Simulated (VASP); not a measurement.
# CaO (Fm-3m) in VASP: single point with HSE06

Aim: the single point of CaO with HSE06.

All numbers are computed with VASP 6.6.1; they aren't measurements. Logs are shortened: lines on timing, memory, paths and dates and some standing lists are left out, and cuts for length are marked.

## (1) The cell of the first run

It takes space group Fm-3m (No. 225, cubic). The conventional cell has a = 4.768 Å, b = 4.768 Å, c = 4.768 Å, α = 90.00°, β = 90.00°, γ = 90.00°. Within 3.1 Å of O (site symmetry m-3m) lie 6 Ca at 2.38 Å. Within 3.1 Å of Ca (site symmetry m-3m) lie 6 O at 2.38 Å.

## (2) Single point, HSE06

File POSCAR:

```
CaO
1.0
    9.5352000000      0.0000000000      0.0000000000
    0.0000000000      9.5352000000      0.0000000000
    0.0000000000      0.0000000000      9.5352000000
O Ca
32 32
Direct
    0.2500000000      0.0000000000      0.0000000000
    0.2500000000      0.0000000000      0.5000000000
    0.2500000000      0.5000000000      0.0000000000
    0.2500000000      0.5000000000      0.5000000000
    0.7500000000      0.0000000000      0.0000000000
    0.7500000000      0.0000000000      0.5000000000
    0.7500000000      0.5000000000      0.0000000000
    0.7500000000      0.5000000000      0.5000000000
    0.0000000000      0.2500000000      0.0000000000
    0.0000000000      0.2500000000      0.5000000000
    0.0000000000      0.7500000000      0.0000000000
    0.0000000000      0.7500000000      0.5000000000
    0.5000000000      0.2500000000      0.0000000000
    0.5000000000      0.2500000000      0.5000000000
    0.5000000000      0.7500000000      0.0000000000
    0.5000000000      0.7500000000      0.5000000000
    0.0000000000      0.0000000000      0.2500000000
    0.0000000000      0.0000000000      0.7500000000
    0.0000000000      0.5000000000      0.2500000000
    0.0000000000      0.5000000000      0.7500000000
    0.5000000000      0.0000000000      0.2500000000
    0.5000000000      0.0000000000      0.7500000000
    0.5000000000      0.5000000000      0.2500000000
    0.5000000000      0.5000000000      0.7500000000
    0.2500000000      0.2500000000      0.2500000000
    0.2500000000      0.2500000000      0.7500000000
    0.2500000000      0.7500000000      0.2500000000
    0.2500000000      0.7500000000      0.7500000000
    0.7500000000      0.2500000000      0.2500000000
    0.7500000000      0.2500000000      0.7500000000
    0.7500000000      0.7500000000      0.2500000000
    0.7500000000      0.7500000000      0.7500000000
    0.0000000000      0.0000000000      0.0000000000
    0.0000000000      0.0000000000      0.5000000000
    0.0000000000      0.5000000000      0.0000000000
    0.0000000000      0.5000000000      0.5000000000
    0.5000000000      0.0000000000      0.0000000000
    0.5000000000      0.0000000000      0.5000000000
    0.5000000000      0.5000000000      0.0000000000
    0.5000000000      0.5000000000      0.5000000000
    0.2500000000      0.2500000000      0.0000000000
    0.2500000000      0.2500000000      0.5000000000
    0.2500000000      0.7500000000      0.0000000000
    0.2500000000      0.7500000000      0.5000000000
    0.7500000000      0.2500000000      0.0000000000
    0.7500000000      0.2500000000      0.5000000000
    0.7500000000      0.7500000000      0.0000000000
    0.7500000000      0.7500000000      0.5000000000
    0.2500000000      0.0000000000      0.2500000000
    0.2500000000      0.0000000000      0.7500000000
    0.2500000000      0.5000000000      0.2500000000
    0.2500000000      0.5000000000      0.7500000000
    0.7500000000      0.0000000000      0.2500000000
    0.7500000000      0.0000000000      0.7500000000
    0.7500000000      0.5000000000      0.2500000000
    0.7500000000      0.5000000000      0.7500000000
    0.0000000000      0.2500000000      0.2500000000
    0.0000000000      0.2500000000      0.7500000000
    0.0000000000      0.7500000000      0.2500000000
    0.0000000000      0.7500000000      0.7500000000
    0.5000000000      0.2500000000      0.2500000000
    0.5000000000      0.2500000000      0.7500000000
    0.5000000000      0.7500000000      0.2500000000
    0.5000000000      0.7500000000      0.7500000000
```

File INCAR.step1:

```
SYSTEM = CaO
PREC = Accurate ; ENCUT = 520
EDIFF = 1E-5 ; ISMEAR = -1
SIGMA = 0.05 ; LREAL = Auto
LASPH = .TRUE. ; NELM = 60
ALGO = Normal ; ISIF = 2
LWAVE = .TRUE. ; LCHARG = .FALSE.
NBANDS = 294 ; GGA = PE
LUSENCCL = .FALSE.
```

File INCAR.step2:

```
SYSTEM = CaO
PREC = Accurate ; ENCUT = 520
EDIFF = 1E-7 ; ISMEAR = -1
SIGMA = 0.05 ; LREAL = Auto
LASPH = .TRUE. ; NELM = 60
ALGO = Normal ; ISIF = 2
LWAVE = .FALSE. ; LCHARG = .FALSE.
GGA = PE ; LHFCALC = .TRUE.
HFSCREEN = 0.2079 ; PRECFOCK = Fast
NBANDS = 294 ; ISTART = 1
LUSENCCL = .FALSE.
```

File KPOINTS:

```
Automatic mesh
0
G
  1 1 1
  0 0 0
```

Potentials or basis: VASP PAW PBE potentials, release 64 (O, Ca_sv).

On the command line:

```
cat potpaw_PBE.64/O/POTCAR potpaw_PBE.64/Ca_sv/POTCAR > POTCAR
cp INCAR.step1 INCAR
mpirun -np 1 vasp_gam > vasp.out
cp INCAR.step2 INCAR
mpirun -np 1 vasp_gam > vasp.out
```

OUTCAR:

```text
SYSTEM = CaO
   PREC = Accurate
   ENCUT = 520
   EDIFF = 1E-7
   ISMEAR = -1
   LREAL = Auto
   LASPH = .TRUE.
   NELM = 60
   ISIF = 2
   GGA = PE
   LHFCALC = .TRUE.
   HFSCREEN = 0.2079
   PRECFOCK = Fast
   ISTART = 1

 ion  position               nearest neighbor table
   1  0.250  0.000  0.000-  33 2.38  37 2.38  41 2.38  43 2.38  49 2.38  50 2.38
   2  0.250  0.000  0.500-  34 2.38  38 2.38  42 2.38  44 2.38  49 2.38  50 2.38
   3  0.250  0.500  0.000-  35 2.38  39 2.38  41 2.38  43 2.38  51 2.38  52 2.38
   4  0.250  0.500  0.500-  36 2.38  40 2.38  42 2.38  44 2.38  51 2.38  52 2.38
   5  0.750  0.000  0.000-  33 2.38  37 2.38  45 2.38  47 2.38  53 2.38  54 2.38
   6  0.750  0.000  0.500-  34 2.38  38 2.38  46 2.38  48 2.38  53 2.38  54 2.38
[... 56 lines left out ...]
  63  0.500  0.750  0.250-  15 2.38  16 2.38  21 2.38  23 2.38  27 2.38  31 2.38
  64  0.500  0.750  0.750-  15 2.38  16 2.38  22 2.38  24 2.38  28 2.38  32 2.38

  LATTYP: Found a simple cubic cell.
 ALAT       =     9.5352000000

  Lattice vectors:

 A1 = (   9.5352000000,   0.0000000000,   0.0000000000)
 A2 = (   0.0000000000,   9.5352000000,   0.0000000000)
 A3 = (   0.0000000000,   0.0000000000,   9.5352000000)

Analysis of symmetry for initial positions (statically):
=====================================================================
 Subroutine PRICEL returns following result:

  LATTYP: Found a face centered cubic cell.
 ALAT       =     4.7676000000

  Lattice vectors:

 A1 = (   2.3838000000,  -2.3838000000,   0.0000000000)
 A2 = (   2.3838000000,   0.0000000000,   2.3838000000)
 A3 = (   0.0000000000,  -2.3838000000,   2.3838000000)

  32 primitive cells build up your supercell.

 Routine SETGRP: Setting up the symmetry group for a
 simple cubic supercell.

 Subroutine GETGRP returns: Found 48 space group operations
 (whereof 48 operations were pure point group operations)
 out of a pool of 48 trial point group operations.

The static configuration has the point symmetry O_h .

Analysis of symmetry for dynamics (positions and initial velocities):
=====================================================================
 Subroutine PRICEL returns following result:

  LATTYP: Found a face centered cubic cell.
 ALAT       =     4.7676000000

  Lattice vectors:

 A1 = (   2.3838000000,  -2.3838000000,   0.0000000000)
 A2 = (   2.3838000000,   0.0000000000,   2.3838000000)
 A3 = (   0.0000000000,  -2.3838000000,   2.3838000000)

  32 primitive cells build up your supercell.

 Routine SETGRP: Setting up the symmetry group for a
 simple cubic supercell.

 Subroutine GETGRP returns: Found 48 space group operations
 (whereof 48 operations were pure point group operations)
 out of a pool of 48 trial point group operations.

The dynamic configuration has the point symmetry O_h .

 Subroutine INISYM returns: Found 48 space group operations
 (whereof 48 operations are pure point group operations),
 and found    32 'primitive' translations

----------------------------------------------------------------------------------------

                                     Primitive cell

  volume of cell :      27.0919

  direct lattice vectors                    reciprocal lattice vectors
     2.383800000 -2.383800000  0.000000000     0.209749140 -0.209749140 -0.209749140
     2.383800000  0.000000000  2.383800000     0.209749140  0.209749140  0.209749140
     0.000000000 -2.383800000  2.383800000    -0.209749140 -0.209749140  0.209749140

  length of vectors
     3.371202290  3.371202290  3.371202290     0.363296167  0.363296167  0.363296167

  position of ions in fractional coordinates (direct lattice)
     0.500000000  0.500000000  0.500000000
     0.000000000  0.000000000  0.000000000

  ion indices of the primitive-cell ions
   primitive index   ion index
                 1           1
                 2          33

----------------------------------------------------------------------------------------

 KPOINTS: Automatic mesh

Automatic generation of k-mesh.
 Grid dimensions read from file:
 generate k-points for:    1    1    1

 Generating k-lattice:

  Cartesian coordinates                     Fractional coordinates (reciprocal lattice)
     0.104874570  0.000000000  0.000000000     1.000000000  0.000000000  0.000000000
     0.000000000  0.104874570  0.000000000     0.000000000  1.000000000  0.000000000
     0.000000000  0.000000000  0.104874570     0.000000000  0.000000000  1.000000000

  Length of vectors
     0.104874570  0.104874570  0.104874570

  Shift w.r.t. Gamma in fractional coordinates (k-lattice)
     0.000000000  0.000000000  0.000000000

 Subroutine IBZKPT returns following result:
 ===========================================

 Found      1 irreducible k-points:

 Following reciprocal coordinates:
            Coordinates               Weight
  0.000000  0.000000  0.000000      1.000000
   k-points           NKPTS =      1   k-points in BZ     NKDIM =      1   number of bands    NBANDS=    294
   number of dos      NEDOS =    301   number of ions     NIONS =     64
   total plane-waves  NPLWV = 373248
   dimension x,y,z NGX =    72 NGY =   72 NGZ =   72
   dimension x,y,z NGXF=   144 NGYF=  144 NGZF=  144
   ions per type =              32  32
   NGX,Y,Z   is equivalent  to a cutoff of  12.55, 12.55, 12.55 a.u.
   NGXF,Y,Z  is equivalent  to a cutoff of  25.11, 25.11, 25.11 a.u.
 SYSTEM =  CaO
   PREC   = accura    normal or accurate (medium, high low for compatibility)
   ISTART =      1    job   : 0-new  1-cont  2-samecut
   ICHARG =      0    charge: 1-file 2-atom 10-const
   ISPIN  =      1    spin polarized calculation?
   LNONCOLLINEAR =      F non collinear calculations
   LSORBIT =      F    spin-orbit coupling
   LASPH  =      T    aspherical Exc in radial PAW
   ENCUT  =  520.0 eV  38.22 Ry    6.18 a.u.  17.73 17.73 17.73*2*pi/ulx,y,z
   NELM   =     60;   NELMIN=  2; NELMDL=  0     # of ELM steps
   EDIFF  = 0.1E-06   stopping-criterion for ELM
   LREAL  =      T    real-space projection
   EDIFFG = 0.1E-05   stopping-criterion for IOM
   NSW    =      0    number of steps for IOM
   IBRION =     -1    ionic relax: 0-MD 1-quasi-New 2-CG
   NFREE  =      0    steps in history (QN), initial steepest desc. (CG)
   ISIF   =      2    stress and relaxation
   ISYM   =      3    0-nonsym 1-usesym 2-fastsym
   POTIM  = 0.5000    time-step for ionic-motion
   TEBEG  =    0.0;   TEEND  =   0.0 temperature during run
   PSTRESS=    0.0 pullay stress
   NELECT =     512.0000    total number of electrons
   NUPDOWN=      -1.0000    fix difference up-down
   EMIN   =  10.00;   EMAX   =-10.00  energy-range for DOS
   EFERMI =   0.00;   METHOD = LEGACY
   ISMEAR =    -1;   SIGMA  =   0.05  broadening in eV -4-tet -1-fermi 0-gaus
   EFERMI_NEDOS =   21; number of points for ismear=-14 and -15
   IALGO  =     38    algorithm
   IMIX   =      1    mixing-type and parameters
     AMIX     =   0.40;   BMIX     =  1.00
     AMIX_MAG =   1.60;   BMIX_MAG =  1.00
  volume/ion in A,a.u.               =      13.55        91.41
  Fermi-wavevector in a.u.,A,eV,Ry     =   1.373520  2.595577 25.668172  1.886557
  Thomas-Fermi vector in A             =   2.499030
   LORBIT       =      0    0 simple, 1 ext, 2 COOP (PROOUT), +10 PAW based schemes
   GGA     = PE    functional components
   LHFCALC =     T    Hartree Fock is set to
   PRECFOCK=fast      Normal, Fast or Accurate (Low or Medium for compatibility)
   ENCUT4O =  -1.0   cutoff for four orbital integrals eV
   NKREDX  =     1    reduce k-point grid by
   NKREDY  =     1    reduce k-point grid by
   NKREDZ  =     1    reduce k-point grid by
   AEXX    =    0.2500 exact exchange contribution
   HFSCREEN=    0.2079 screening length (either q_TF or 0.3 A-1)
   HFSCREENC=   0.2079 screening length for correlation (either q_TF or 0.3 A-1)
   ENCUTFOCK=  -1.0 apply spherical cutoff to Coloumb kernel
   IVDW    =     0    specifies the selected vdW correction
   LEPSILON=     F    determine dielectric tensor
   LRPA    =     F    only Hartree local field effects (RPA)
 non-spin polarized calculation
  energy-cutoff  :      520.00
  volume of cell :      866.94
 maximum number of plane-waves:     11720
 NGX is ok and might be reduce to    70
  NGX = 36; NGY = 36; NGZ = 36

 number of electron     511.9999651 magnetization

 Free energy of the ion-electron system (eV)
  ---------------------------------------------------
  ext. energy  EPLUGINS =         0.00000000
  ---------------------------------------------------
  free energy    TOTEN  =      -473.95542620 eV

  energy without entropy =     -473.95542620  energy(sigma->0) =     -473.95542620

 E-fermi :   2.7704     XC(G=0):  -8.7070

 val. band max:        1.4491247754   @ k =   0.0000   0.0000   0.0000
 cond. band min:       6.7194865161   @ k =   0.0000   0.0000   0.0000
 fundamental gap:      5.2703617408
 Fermi energy:         2.7703592271

 k-point     1 :       0.0000    0.0000    0.0000
  band No.  band energies     occupation
      1     -38.6785      2.00000
      2     -38.6012      2.00000
      3     -38.6012      2.00000
      4     -38.6012      2.00000
      5     -38.6012      2.00000
      6     -38.6012      2.00000
[... 260 lines left out ...]
    267       9.6732      0.00000
    268       9.6732      0.00000
 [bands above 268 left out]

------------------------ aborting loop because EDIFF is reached ----------------------------------------

  FORCE on cell =-STRESS in cart. coord.  units (eV):
  Direction    XX          YY          ZZ          XY          YZ          ZX
  --------------------------------------------------------------------------------------
  -------------------------------------------------------------------------------------
  Total       22.3669312     22.3669312     22.3669312      0.0000000      0.0000000     -0.0000000
  in kB       41.3359159     41.3359159     41.3359159      0.0000000      0.0000000     -0.0000000
  external PRESSURE =      41.3359159 kB  Pullay stress =       0.0000000 kB

 VOLUME and BASIS-vectors are now :
 -----------------------------------------------------------------------------
  energy-cutoff  :      520.00
  volume of cell :      866.94
      direct lattice vectors                 reciprocal lattice vectors
     9.535200000  0.000000000  0.000000000     0.104874570  0.000000000  0.000000000
     0.000000000  9.535200000  0.000000000     0.000000000  0.104874570  0.000000000
     0.000000000  0.000000000  9.535200000     0.000000000  0.000000000  0.104874570

 POSITION                                       TOTAL-FORCE (eV/Angst)
 -----------------------------------------------------------------------------------
      2.38380      0.00000      0.00000        -0.000000     -0.000000     -0.000000
      2.38380      0.00000      4.76760         0.000000      0.000000     -0.000000
      2.38380      4.76760      0.00000         0.000000     -0.000000     -0.000000
      2.38380      4.76760      4.76760        -0.000000     -0.000000     -0.000000
      7.15140      0.00000      0.00000        -0.000000     -0.000000      0.000000
      7.15140      0.00000      4.76760        -0.000000     -0.000000      0.000000
[... 56 lines left out ...]
      4.76760      7.15140      2.38380         0.000000      0.000000      0.000000
      4.76760      7.15140      7.15140         0.000000     -0.000000      0.000000
 -----------------------------------------------------------------------------------
    total drift:                               -0.000003      0.000000     -0.000004

  FREE ENERGIE OF THE ION-ELECTRON SYSTEM (eV)
  ---------------------------------------------------
  free  energy   TOTEN  =      -473.9554261962 eV

  energy  without entropy=     -473.9554261961  energy(sigma->0) =     -473.95542620
```

Wall time 16 min (1 × NVIDIA H100 80GB with 1 thread of Intel Xeon Platinum 8481C at 2.70GHz (Sapphire Rapids), shared host); peak memory 1.6 GiB.

What came out:

```
Free energy            : -473.9554 eV
Pressure               : 4.1 GPa
Band gap on the k mesh : 5.27 eV
```

Levels at points of the mesh, in eV from the valence-band top:
```tsv
k point	band 253	band 254	band 255	band 256	band 257	band 258	band 259	band 260
(0.00, 0.00, 0.00)	-0.32	0.00	0.00	0.00	5.27	5.27	5.27	6.44
```

Caveat: the k points lie up to 0.66 Å⁻¹ apart; the PAW data sets were made with another functional, which shifts forces and pressure a little; an odd mesh through Γ misses points on the zone boundary, where band edges can lie.
